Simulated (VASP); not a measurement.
# SnSe2 (P1) in VASP: single point with PBE+D3(BJ)

Aim: the single point of SnSe2 with PBE+D3(BJ).

Everything below comes from runs of VASP 6.6.1. Logs are shortened: lines on timing, memory, paths and dates and some standing lists are left out, and cuts for length are marked.

**1. The cell of the first run**

The typed cell holds 3 atoms: a = 3.811 Å, b = 3.811 Å, c = 6.137 Å, α = 90.00°, β = 90.00°, γ = 120.00°.

**2. Single point, PBE+D3(BJ) (atoms displaced along a vibrational mode)**

INCAR

```
SYSTEM = SnSe2
ALGO = Normal
EDIFF = 1E-6
ENCUT = 520
GGA = PE
ISIF = 2
ISMEAR = 0
IVDW = 12
LASPH = .True.
LCHARG = .True.
LELF = .True.
LREAL = .False.
LVHAR = .True.
LWAVE = .False.
NBANDS = 20
NELM = 60
PREC = Accurate
SIGMA = 0.05
```

KPOINTS

```
k-points
0
Gamma
  12 12 6
  0 0 0
```

POSCAR

```
SnSe2
1.0
    3.8109987816      0.0000000000      0.0000000000
   -1.9054993908      3.3004217586      0.0000000000
    0.0000000000      0.0000000000      6.1370000000
Sn Se
1 2
Direct
   -0.0175600435     -0.0128548440      0.0000000000
    0.3465315502      0.6763284319      0.2500000000
    0.6798648835      0.3429950986      0.7500000000
```

Potentials or basis: VASP PAW PBE potentials, release 64 (Sn_d, Se).

The run is started by

```bash
$ cat potpaw_PBE.64/Sn_d/POTCAR potpaw_PBE.64/Se/POTCAR > POTCAR
$ mpirun -np 1 vasp_std > vasp.out
```

OUTCAR:

```text
SYSTEM = SnSe2
   EDIFF = 1E-6
   ENCUT = 520
   GGA = PE
   ISIF = 2
   ISMEAR = 0
   IVDW = 12
   LASPH = .True.
   LREAL = .False.
   NELM = 60
   PREC = Accurate
 IVDW          = 12

 ion  position               nearest neighbor table
   1  0.982  0.987  0.000-   2 2.60   3 2.62   3 2.66   2 2.71   2 2.74   3 2.77
   2  0.347  0.676  0.250-   1 2.60   1 2.71   1 2.74
   3  0.680  0.343  0.750-   1 2.62   1 2.66   1 2.77

  LATTYP: Found a hexagonal cell.
 ALAT       =     3.8109987816
 C/A-ratio  =     1.6103390087

  Lattice vectors:

 A1 = (   3.8109987816,   0.0000000000,   0.0000000000)
 A2 = (  -1.9054993908,   3.3004217586,   0.0000000000)
 A3 = (   0.0000000000,   0.0000000000,   6.1370000000)

Analysis of symmetry for initial positions (statically):
=====================================================================
 Subroutine PRICEL returns:
 Original cell was already a primitive cell.

 Routine SETGRP: Setting up the symmetry group for a
 hexagonal supercell.

 Subroutine GETGRP returns: Found  1 space group operations
 (whereof  1 operations were pure point group operations)
 out of a pool of 24 trial point group operations.

The static configuration has the point symmetry C_1 .

Analysis of symmetry for dynamics (positions and initial velocities):
=====================================================================
 Subroutine PRICEL returns:
 Original cell was already a primitive cell.

 Routine SETGRP: Setting up the symmetry group for a
 hexagonal supercell.

 Subroutine GETGRP returns: Found  1 space group operations
 (whereof  1 operations were pure point group operations)
 out of a pool of 24 trial point group operations.

The dynamic configuration has the point symmetry C_1 .

 Subroutine INISYM returns: Found  1 space group operations
 (whereof  1 operations are pure point group operations),
 and found     1 'primitive' translations

----------------------------------------------------------------------------------------

                                     Primitive cell

  volume of cell :      77.1906

  direct lattice vectors                    reciprocal lattice vectors
     3.810998782  0.000000000  0.000000000     0.262398405  0.151495789  0.000000000
    -1.905499391  3.300421759  0.000000000     0.000000000  0.302991579  0.000000000
     0.000000000  0.000000000  6.137000000     0.000000000  0.000000000  0.162946065

  length of vectors
[... 83 lines left out ...]
   NELM   =     60;   NELMIN=  2; NELMDL= -5     # of ELM steps
   EDIFF  = 0.1E-05   stopping-criterion for ELM
   LREAL  =      F    real-space projection
   EDIFFG = 0.1E-04   stopping-criterion for IOM
   NSW    =      0    number of steps for IOM
   IBRION =     -1    ionic relax: 0-MD 1-quasi-New 2-CG
   NFREE  =      0    steps in history (QN), initial steepest desc. (CG)
   ISIF   =      2    stress and relaxation
   ISYM   =      2    0-nonsym 1-usesym 2-fastsym
   POTIM  = 0.5000    time-step for ionic-motion
   TEBEG  =    0.0;   TEEND  =   0.0 temperature during run
   PSTRESS=    0.0 pullay stress
   NELECT =      26.0000    total number of electrons
   NUPDOWN=      -1.0000    fix difference up-down
   EMIN   =  10.00;   EMAX   =-10.00  energy-range for DOS
   EFERMI =   0.00;   METHOD = LEGACY
   ISMEAR =     0;   SIGMA  =   0.05  broadening in eV -4-tet -1-fermi 0-gaus
   EFERMI_NEDOS =   21; number of points for ismear=-14 and -15
   IALGO  =     38    algorithm
   IMIX   =      4    mixing-type and parameters
     AMIX     =   0.40;   BMIX     =  1.00
     AMIX_MAG =   1.60;   BMIX_MAG =  1.00
  volume/ion in A,a.u.               =      25.73       173.64
  Fermi-wavevector in a.u.,A,eV,Ry     =   1.139054  2.152501 17.652812  1.297445
  Thomas-Fermi vector in A             =   2.275758
   LORBIT       =      0    0 simple, 1 ext, 2 COOP (PROOUT), +10 PAW based schemes
   GGA     = PE    functional components
   LHFCALC =     F    Hartree Fock is set to
   AEXX    =    0.0000 exact exchange contribution
   IVDW    =    12    specifies the selected vdW correction
   LEPSILON=     F    determine dielectric tensor
   LRPA    =     F    only Hartree local field effects (RPA)
 non-spin polarized calculation
 Gauss-broadening in eV      SIGMA  =   0.05
  energy-cutoff  :      520.00
  volume of cell :       77.19
 maximum number of plane-waves:      2109
   NGX = 15   NGY = 15   NGZ = 23

 number of electron      26.0000003 magnetization

 Free energy of the ion-electron system (eV)
  ---------------------------------------------------
  ext. energy  EPLUGINS =         0.00000000
  ---------------------------------------------------
  free energy    TOTEN  =       -11.72108405 eV

  energy without entropy =      -11.72108405  energy(sigma->0) =      -11.72108405

 E-fermi :   4.4125     XC(G=0):  -9.4585

 val. band max:        4.2073958158   @ k =  -0.0833   0.1667   0.0000
 cond. band min:       4.9035643336   @ k =   0.4167  -0.4167   0.3333
 fundamental gap:      0.6961685178
 Fermi energy:         4.4124915154

 k-point     1 :       0.0000    0.0000    0.0000
  band No.  band energies     occupation
      1     -17.1061      2.00000
      2     -17.1022      2.00000
      3     -17.0624      2.00000
      4     -17.0499      2.00000
      5     -17.0478      2.00000
      6      -9.8227      2.00000
[... 541 lines left out ...]
     19      11.8966      0.00000
     20      13.6798      0.00000

 [... further k-points ...]

------------------------ aborting loop because EDIFF is reached ----------------------------------------

 Edisp (eV)   -1.08288

 E8    (eV) :    -0.4737

  FORCE on cell =-STRESS in cart. coord.  units (eV):
  Direction    XX          YY          ZZ          XY          YZ          ZX
  --------------------------------------------------------------------------------------
  -------------------------------------------------------------------------------------
  Total       1.36163     1.36048     2.08353     0.06310    -0.00005    -0.17608
  in kB      28.26220    28.23831    43.24601     1.30973    -0.00095    -3.65482
  external pressure =       33.25 kB  Pullay stress =        0.00 kB

 VOLUME and BASIS-vectors are now :
 -----------------------------------------------------------------------------
  energy-cutoff  :      520.00
  volume of cell :       77.19
      direct lattice vectors                 reciprocal lattice vectors
     3.810998782  0.000000000  0.000000000     0.262398405  0.151495789  0.000000000
    -1.905499391  3.300421759  0.000000000     0.000000000  0.302991579  0.000000000
     0.000000000  0.000000000  6.137000000     0.000000000  0.000000000  0.162946065

 POSITION                                       TOTAL-FORCE (eV/Angst)
 -----------------------------------------------------------------------------------
      1.86307      3.25800      0.00000         0.496852      0.496348     -0.008057
      0.03189      2.23217      1.53425        -0.304668     -0.248221      0.813503
      1.93739      1.13203      4.60275        -0.192184     -0.248127     -0.805445
 -----------------------------------------------------------------------------------
    total drift:                                0.000285     -0.000392     -0.000006

  FREE ENERGIE OF THE ION-ELECTRON SYSTEM (eV)
  ---------------------------------------------------
  free  energy   TOTEN  =       -12.8039661992 eV

  energy  without entropy=      -12.8039661992  energy(sigma->0) =      -12.80396620
```

OSZICAR:

```text
N       E                     dE             d eps       ncg     rms          rms(c)
DAV:   1     0.207900938088E+03    0.20790E+03   -0.12166E+04 17840   0.148E+03
DAV:   2     0.122430722023E+02   -0.19566E+03   -0.18821E+03 18488   0.392E+02
DAV:   3    -0.111573058471E+02   -0.23400E+02   -0.22858E+02 21188   0.115E+02
DAV:   4    -0.119790322191E+02   -0.82173E+00   -0.82011E+00 20848   0.226E+01
DAV:   5    -0.119981373654E+02   -0.19105E-01   -0.19103E-01 24028   0.363E+00    0.525E+00
DAV:   6    -0.117415609020E+02    0.25658E+00   -0.50026E-01 26748   0.755E+00    0.339E+00
DAV:   7    -0.117208155043E+02    0.20745E-01   -0.16899E-01 20448   0.263E+00    0.102E+00
DAV:   8    -0.117205460208E+02    0.26948E-03   -0.13169E-02 21488   0.114E+00    0.295E-01
DAV:   9    -0.117210500693E+02   -0.50405E-03   -0.15898E-03 19660   0.300E-01    0.912E-02
DAV:  10    -0.117210519178E+02   -0.18485E-05   -0.11375E-04 23280   0.777E-02    0.354E-02
DAV:  11    -0.117210834071E+02   -0.31489E-04   -0.44119E-05 19092   0.369E-02    0.689E-03
DAV:  12    -0.117210840516E+02   -0.64453E-06   -0.22654E-06 18976   0.110E-02
   1 F= -.12803966E+02 E0= -.12803966E+02  d E =-.766867E-11
```

It took 4.3 min on 1 thread of Intel Xeon Platinum 8559C (Emerald Rapids), shared host; peak memory 0.71 GiB.

What came out:

| Item | Value |
| --- | --- |
| Free energy | -12.8040 eV |
| Pressure | 3.3 GPa |
| Largest force | 0.903 eV/Å |
| Band gap on the k mesh | 0.70 eV (least direct gap 1.08 eV) |
| Dispersion energy per atom | -0.361 eV |

Forces in eV/Å, atoms in the order of the input:
```
Sn   0.497  0.496 -0.008
Se  -0.305 -0.248  0.814
Se  -0.192 -0.248 -0.805
```

Caveat: the cell differs from its parent crystal (atoms displaced along a vibrational mode); the cell stands under pressure; spin-orbit coupling is left out, which moves the levels of the heavy elements. A k mesh can miss the band edges.
